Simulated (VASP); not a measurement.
A run of VASP 6.6.1 is set up as follows.

INCAR

```
SYSTEM = As3Ru
PREC = Accurate
ENCUT = 520
EDIFF = 1E-7
ISMEAR = 0
SIGMA = 0.1
LREAL = .FALSE.
LASPH = .TRUE.
NELM = 80
ALGO = Normal
ISIF = 2
LWAVE = .FALSE.
LCHARG = .FALSE.
GGA = PE
NBANDS = 22
```

File KPOINTS:

```
regular mesh
0
G
  12 12 12
  0 0 0
```

Contents of POSCAR:

```
As3Ru
1.0
    4.0908762277      0.0000000000      0.0000000000
    0.0000000000      4.0908762277      0.0000000000
    0.0000000000      0.0000000000      4.0908762277
As Ru
3 1
Direct
    0.5000000000      0.5000000000      0.0000000000
    0.5000000000      0.0000000000      0.5000000000
    0.0000000000      0.5000000000      0.5000000000
    0.0000000000      0.0000000000      0.0000000000
```

Potentials or basis: VASP PAW PBE potentials, release 64 (As, Ru_pv).

Run with:

```bash
$ cat potpaw_PBE.64/As/POTCAR potpaw_PBE.64/Ru_pv/POTCAR > POTCAR
$ mpirun -np 1 vasp_std > vasp.out
```

**Question.** Estimate the pressure.

**Answer.** 0.1 GPa.
